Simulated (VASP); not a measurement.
# Ge (Pm-3n) in VASP: notebook

The runs below take Ge through single point, relaxation of cell and atoms, with PBEsol.

Program: VASP 6.6.1. These are calculated values, not measurements. Logs are shortened: lines on timing, memory, paths and dates and some standing lists are left out, and cuts for length are marked.

### Step 1. The cell of the first run

Symmetry: Pm-3n, No. 223, cubic system. Conventional cell: a = 5.329 Å, b = 5.329 Å, c = 5.329 Å, α = 90.00°, β = 90.00°, γ = 90.00°. Within 3.9 Å of Ge (site symmetry m-3) lie 12 Ge at 2.98 Å. Within 3.5 Å of Ge (site symmetry -4m2) lie 14 Ge at 2.66 to 3.26 Å.

### Step 2. Single point, PBEsol

INCAR

```
ALGO = Normal
EDIFF = 1E-6
ENCUT = 520
GGA = PS
ISIF = 2
ISMEAR = -1
LASPH = T
LCHARG = F
LREAL = F
LWAVE = F
NBANDS = 66
NELM = 80
PREC = Accurate
SIGMA = 0.1
```

KPOINTS

```
k-points
0
Gamma
  5 5 5
```

POSCAR

```
Ge
1.0
    5.3289913774      0.0000000000      0.0000000000
    0.0000000000      5.3289913774      0.0000000000
    0.0000000000      0.0000000000      5.3289913774
Ge
8
Direct
    1.0000000000      1.0000000000      0.0000000000
    0.5000000000      0.5000000000      0.5000000000
    0.2500000000      0.0000000000      0.5000000000
    0.7500000000      0.0000000000      0.5000000000
    0.5000000000      0.2500000000      0.0000000000
    0.5000000000      0.7500000000      1.0000000000
    1.0000000000      0.5000000000      0.2500000000
    1.0000000000      0.5000000000      0.7500000000
```

Potentials or basis: VASP PAW PBE potentials, release 64 (Ge_d).

Launch:

```console
$ cat potpaw_PBE.64/Ge_d/POTCAR > POTCAR
$ mpirun -np 1 vasp_std > vasp.out
```

OUTCAR:

```text
EDIFF = 1E-6
   ENCUT = 520
   GGA = PS
   ISIF = 2
   ISMEAR = -1
   LASPH = T
   LREAL = F
   NELM = 80
   PREC = Accurate

 ion  position               nearest neighbor table
   1  0.000  0.000  0.000-
   2  0.500  0.500  0.500-
   3  0.250  0.000  0.500-   4 2.66   4 2.66
   4  0.750  0.000  0.500-   3 2.66   3 2.66
   5  0.500  0.250  0.000-   6 2.66   6 2.66
   6  0.500  0.750  0.000-   5 2.66   5 2.66
   7  0.000  0.500  0.250-   8 2.66   8 2.66
   8  0.000  0.500  0.750-   7 2.66   7 2.66

  LATTYP: Found a simple cubic cell.
 ALAT       =     5.3289913774

  Lattice vectors:

 A1 = (   5.3289913774,   0.0000000000,   0.0000000000)
 A2 = (   0.0000000000,   5.3289913774,   0.0000000000)
 A3 = (   0.0000000000,   0.0000000000,   5.3289913774)

Analysis of symmetry for initial positions (statically):
=====================================================================
 Subroutine PRICEL returns:
 Original cell was already a primitive cell.

 Routine SETGRP: Setting up the symmetry group for a
 simple cubic supercell.

 Subroutine GETGRP returns: Found 48 space group operations
 (whereof 24 operations were pure point group operations)
 out of a pool of 48 trial point group operations.

The static configuration has the point symmetry T_h .
 The point group associated with its full space group is O_h .

Analysis of symmetry for dynamics (positions and initial velocities):
=====================================================================
 Subroutine PRICEL returns:
 Original cell was already a primitive cell.

 Routine SETGRP: Setting up the symmetry group for a
 simple cubic supercell.

 Subroutine GETGRP returns: Found 48 space group operations
 (whereof 24 operations were pure point group operations)
 out of a pool of 48 trial point group operations.

The dynamic configuration has the point symmetry T_h .
 The point group associated with its full space group is O_h .

 Subroutine INISYM returns: Found 48 space group operations
 (whereof 24 operations are pure point group operations),
 and found     1 'primitive' translations

----------------------------------------------------------------------------------------

                                     Primitive cell

  volume of cell :     151.3335

  direct lattice vectors                    reciprocal lattice vectors
     5.328991377  0.000000000  0.000000000     0.187652771  0.000000000  0.000000000
     0.000000000  5.328991377  0.000000000     0.000000000  0.187652771  0.000000000
     0.000000000  0.000000000  5.328991377     0.000000000  0.000000000  0.187652771

  length of vectors
     5.328991377  5.328991377  5.328991377     0.187652771  0.187652771  0.187652771

  position of ions in fractional coordinates (direct lattice)
     0.000000000  0.000000000  0.000000000
     0.500000000  0.500000000  0.500000000
     0.250000000  0.000000000  0.500000000
     0.750000000  0.000000000  0.500000000
     0.500000000  0.250000000  0.000000000
     0.500000000  0.750000000  0.000000000
     0.000000000  0.500000000  0.250000000
     0.000000000  0.500000000  0.750000000

  ion indices of the primitive-cell ions
   primitive index   ion index
                 1           1
                 2           2
                 3           3
                 4           4
                 5           5
                 6           6
                 7           7
                 8           8

----------------------------------------------------------------------------------------

 KPOINTS: k-points

Automatic generation of k-mesh.
 Grid dimensions read from file:
 generate k-points for:    5    5    5

 Generating k-lattice:

  Cartesian coordinates                     Fractional coordinates (reciprocal lattice)
     0.037530554  0.000000000  0.000000000     0.200000000  0.000000000  0.000000000
     0.000000000  0.037530554  0.000000000     0.000000000  0.200000000  0.000000000
     0.000000000  0.000000000  0.037530554     0.000000000  0.000000000  0.200000000

  Length of vectors
     0.037530554  0.037530554  0.037530554

  Shift w.r.t. Gamma in fractional coordinates (k-lattice)
     0.000000000  0.000000000  0.000000000

 Subroutine IBZKPT returns following result:
 ===========================================

 Found     10 irreducible k-points:

 Following reciprocal coordinates:
            Coordinates               Weight
  0.000000  0.000000  0.000000      1.000000
  0.200000  0.000000  0.000000      6.000000
  0.400000  0.000000  0.000000      6.000000
  0.200000  0.200000  0.000000     12.000000
  0.400000  0.200000  0.000000     24.000000
  0.400000  0.400000  0.000000     12.000000
  0.200000  0.200000  0.200000      8.000000
  0.400000  0.200000  0.200000     24.000000
  0.400000  0.400000  0.200000     24.000000
  0.400000  0.400000  0.400000      8.000000
   k-points           NKPTS =     10   k-points in BZ     NKDIM =     10   number of bands    NBANDS=     66
   number of dos      NEDOS =    301   number of ions     NIONS =      8
   total plane-waves  NPLWV =  64000
   dimension x,y,z NGX =    40 NGY =   40 NGZ =   40
   dimension x,y,z NGXF=    80 NGYF=   80 NGZF=   80
   ions per type =               8
   NGX,Y,Z   is equivalent  to a cutoff of  12.48, 12.48, 12.48 a.u.
   NGXF,Y,Z  is equivalent  to a cutoff of  24.96, 24.96, 24.96 a.u.
 SYSTEM =  unknown system
   PREC   = accura    normal or accurate (medium, high low for compatibility)
   ISTART =      0    job   : 0-new  1-cont  2-samecut
   ICHARG =      2    charge: 1-file 2-atom 10-const
   ISPIN  =      1    spin polarized calculation?
   LNONCOLLINEAR =      F non collinear calculations
   LSORBIT =      F    spin-orbit coupling
   LASPH  =      T    aspherical Exc in radial PAW
   ENCUT  =  520.0 eV  38.22 Ry    6.18 a.u.   9.91  9.91  9.91*2*pi/ulx,y,z
   NELM   =     80;   NELMIN=  2; NELMDL= -5     # of ELM steps
   EDIFF  = 0.1E-05   stopping-criterion for ELM
   LREAL  =      F    real-space projection
   EDIFFG = 0.1E-04   stopping-criterion for IOM
   NSW    =      0    number of steps for IOM
   IBRION =     -1    ionic relax: 0-MD 1-quasi-New 2-CG
   NFREE  =      0    steps in history (QN), initial steepest desc. (CG)
   ISIF   =      2    stress and relaxation
   ISYM   =      2    0-nonsym 1-usesym 2-fastsym
   POTIM  = 0.5000    time-step for ionic-motion
   TEBEG  =    0.0;   TEEND  =   0.0 temperature during run
   PSTRESS=    0.0 pullay stress
   NELECT =     112.0000    total number of electrons
   NUPDOWN=      -1.0000    fix difference up-down
   EMIN   =  10.00;   EMAX   =-10.00  energy-range for DOS
   EFERMI =   0.00;   METHOD = LEGACY
   ISMEAR =    -1;   SIGMA  =   0.10  broadening in eV -4-tet -1-fermi 0-gaus
   EFERMI_NEDOS =   21; number of points for ismear=-14 and -15
   IALGO  =     38    algorithm
   IMIX   =      4    mixing-type and parameters
     AMIX     =   0.40;   BMIX     =  1.00
     AMIX_MAG =   1.60;   BMIX_MAG =  1.00
  volume/ion in A,a.u.               =      18.92       127.66
  Fermi-wavevector in a.u.,A,eV,Ry     =   1.480821  2.798345 29.835264  2.192830
  Thomas-Fermi vector in A             =   2.594807
   LORBIT       =      0    0 simple, 1 ext, 2 COOP (PROOUT), +10 PAW based schemes
   GGA     = PS    functional components
   LHFCALC =     F    Hartree Fock is set to
   AEXX    =    0.0000 exact exchange contribution
   IVDW    =     0    specifies the selected vdW correction
   LEPSILON=     F    determine dielectric tensor
   LRPA    =     F    only Hartree local field effects (RPA)
 non-spin polarized calculation
  energy-cutoff  :      520.00
  volume of cell :      151.33
 maximum number of plane-waves:      4095
 NGX is ok and might be reduce to    40
   NGX = 19   NGY = 19   NGZ = 19

 number of electron     111.9999866 magnetization

 Free energy of the ion-electron system (eV)
  ---------------------------------------------------
  ext. energy  EPLUGINS =         0.00000000
  ---------------------------------------------------
  free energy    TOTEN  =       -36.99087486 eV

  energy without entropy =      -36.83633974  energy(sigma->0) =      -36.91360730

 E-fermi :   6.6171     XC(G=0): -11.4143

 val. band max:        6.5438453002   @ k =   0.4000   0.4000   0.2000
 cond. band min:       6.6180857446   @ k =   0.0000   0.0000   0.0000
 fundamental gap:      0.0742404444
 Fermi energy:         6.6170708227

 k-point     1 :       0.0000    0.0000    0.0000
  band No.  band energies     occupation
      1     -18.1274      2.00000
      2     -18.1222      2.00000
      3     -18.1222      2.00000
      4     -18.0565      2.00000
      5     -18.0565      2.00000
      6     -18.0565      2.00000
[... 58 lines left out ...]
     65      10.0203      0.00000
     66      10.0203      0.00000

 k-point     2 :       0.2000    0.0000    0.0000
  band No.  band energies     occupation
      1     -18.1254      2.00000
      2     -18.1224      2.00000
      3     -18.1008      2.00000
      4     -18.0596      2.00000
      5     -18.0521      2.00000
      6     -18.0521      2.00000
[... 58 lines left out ...]
     65      10.8793      0.00000
     66      11.7178      0.00000

 k-point     3 :       0.4000    0.0000    0.0000
  band No.  band energies     occupation
      1     -18.1240      2.00000
      2     -18.1229      2.00000
      3     -18.0597      2.00000
      4     -18.0524      2.00000
      5     -18.0458      2.00000
      6     -18.0458      2.00000
[... 58 lines left out ...]
     65      11.0377      0.00000
     66      11.6233      0.00000

 k-point     4 :       0.2000    0.2000    0.0000
  band No.  band energies     occupation
      1     -18.1237      2.00000
      2     -18.1023      2.00000
      3     -18.0992      2.00000
      4     -18.0557      2.00000
      5     -18.0550      2.00000
      6     -18.0467      2.00000
[... 58 lines left out ...]
     65      10.8314      0.00000
     66      10.8477      0.00000

 k-point     5 :       0.4000    0.2000    0.0000
  band No.  band energies     occupation
      1     -18.1233      2.00000
      2     -18.1007      2.00000
      3     -18.0570      2.00000
      4     -18.0513      2.00000
      5     -18.0476      2.00000
      6     -18.0389      2.00000
[... 58 lines left out ...]
     65      10.8209      0.00000
     66      11.4023      0.00000

 k-point     6 :       0.4000    0.4000    0.0000
  band No.  band energies     occupation
      1     -18.1230      2.00000
      2     -18.0566      2.00000
      3     -18.0564      2.00000
      4     -18.0458      2.00000
      5     -18.0392      2.00000
      6     -18.0338      2.00000
[... 58 lines left out ...]
     65      10.5196      0.00000
     66      10.8350      0.00000

 k-point     7 :       0.2000    0.2000    0.2000
  band No.  band energies     occupation
      1     -18.1034      2.00000
      2     -18.0994      2.00000
      3     -18.0994      2.00000
      4     -18.0501      2.00000
      5     -18.0501      2.00000
      6     -18.0498      2.00000
[... 58 lines left out ...]
     65      11.0034      0.00000
     66      11.0035      0.00000

 k-point     8 :       0.4000    0.2000    0.2000
  band No.  band energies     occupation
      1     -18.1011      2.00000
      2     -18.1001      2.00000
      3     -18.0511      2.00000
      4     -18.0480      2.00000
      5     -18.0435      2.00000
      6     -18.0430      2.00000
[... 58 lines left out ...]
     65      10.6843      0.00000
     66      11.5616      0.00000

 k-point     9 :       0.4000    0.4000    0.2000
  band No.  band energies     occupation
      1     -18.1004      2.00000
      2     -18.0495      2.00000
      3     -18.0495      2.00000
      4     -18.0446      2.00000
      5     -18.0393      2.00000
      6     -18.0348      2.00000
[... 58 lines left out ...]
     65      10.4891      0.00000
     66      10.5713      0.00000

 k-point    10 :       0.4000    0.4000    0.4000
  band No.  band energies     occupation
      1     -18.0446      2.00000
      2     -18.0435      2.00000
      3     -18.0435      2.00000
      4     -18.0362      2.00000
      5     -18.0339      2.00000
      6     -18.0337      2.00000
[... 58 lines left out ...]
     65       9.8268      0.00000
     66       9.8656      0.00000

------------------------ aborting loop because EDIFF is reached ----------------------------------------

  FORCE on cell =-STRESS in cart. coord.  units (eV):
  Direction    XX          YY          ZZ          XY          YZ          ZX
  --------------------------------------------------------------------------------------
  -------------------------------------------------------------------------------------
  Total       -0.1372675     -0.1372675     -0.1372675     -0.0000000      0.0000000      0.0000000
  in kB       -1.4532599     -1.4532599     -1.4532599     -0.0000000      0.0000000      0.0000000
  external PRESSURE =      -1.4532599 kB  Pullay stress =       0.0000000 kB

 VOLUME and BASIS-vectors are now :
 -----------------------------------------------------------------------------
  energy-cutoff  :      520.00
  volume of cell :      151.33
      direct lattice vectors                 reciprocal lattice vectors
     5.328991377  0.000000000  0.000000000     0.187652771  0.000000000  0.000000000
     0.000000000  5.328991377  0.000000000     0.000000000  0.187652771  0.000000000
     0.000000000  0.000000000  5.328991377     0.000000000  0.000000000  0.187652771

 POSITION                                       TOTAL-FORCE (eV/Angst)
 -----------------------------------------------------------------------------------
      0.00000      0.00000      0.00000        -0.000000     -0.000000     -0.000000
      2.66450      2.66450      2.66450        -0.000000     -0.000000     -0.000000
      1.33225      0.00000      2.66450        -0.000000     -0.000000      0.000000
      3.99674      0.00000      2.66450         0.000000      0.000000     -0.000000
      2.66450      1.33225      0.00000         0.000000     -0.000000     -0.000000
      2.66450      3.99674      0.00000        -0.000000      0.000000     -0.000000
      0.00000      2.66450      1.33225        -0.000000      0.000000      0.000000
      0.00000      2.66450      3.99674        -0.000000     -0.000000     -0.000000
 -----------------------------------------------------------------------------------
    total drift:                               -0.000000     -0.000000     -0.000000

  FREE ENERGIE OF THE ION-ELECTRON SYSTEM (eV)
  ---------------------------------------------------
  free  energy   TOTEN  =       -36.9908748596 eV

  energy  without entropy=      -36.8363397381  energy(sigma->0) =      -36.91360730
```

Wall time 3 min (1 thread of Intel Xeon 8259CL, shared host); peak memory 0.26 GiB.

What came out:

```yaml
Free_energy: -36.9909 eV
Pressure: -0.1 GPa
Band_gap_on_the_k_mesh: zero (bands 56 and 57 overlap by 1.87 eV)
```

Caveat: the PAW data sets were made with another functional, which shifts forces and pressure a little.

### Step 3. Single point, PBEsol

INCAR

```
SYSTEM = Ge
ALGO = Normal
EDIFF = 1E-6
ENCUT = 520
GGA = PS
ISIF = 2
ISMEAR = -1
LASPH = .True.
LCHARG = .True.
LELF = .True.
LREAL = .False.
LVHAR = .True.
LWAVE = .False.
NBANDS = 66
NELM = 100
PREC = Accurate
SIGMA = 0.1
```

KPOINTS

```
k-points
0
Gamma
  7 7 7
  0 0 0
```

POSCAR is that of step 2.

Potentials or basis: VASP PAW PBE potentials, release 64 (Ge_d).

Launch:

```console
$ cat potpaw_PBE.64/Ge_d/POTCAR > POTCAR
$ mpirun -np 1 vasp_std > vasp.out
```

It took 6.5 min on 1 thread of Intel Xeon 8259CL, shared host; peak memory 0.31 GiB.

The run converged. Its results:

```yaml
Free_energy: -36.8885 eV
Pressure: -0.5 GPa
Band_gap_on_the_k_mesh: zero (bands 56 and 57 overlap by 1.97 eV)
```

Levels at points of the mesh, in eV from the Fermi level:
```
           k point  band 53  band 54  band 55  band 56  band 57  band 58  band 59  band 60
(0.00, 0.00, 0.00)    -3.15    -1.99    -1.99    -1.99    -0.63    -0.63    -0.63    -0.13
```

Caveat: the PAW data sets were made with another functional, which shifts forces and pressure a little.

(Continued in part 2 of 2.)

The gap in the log of VASP goes by the Fermi energy; the results here count the filled bands.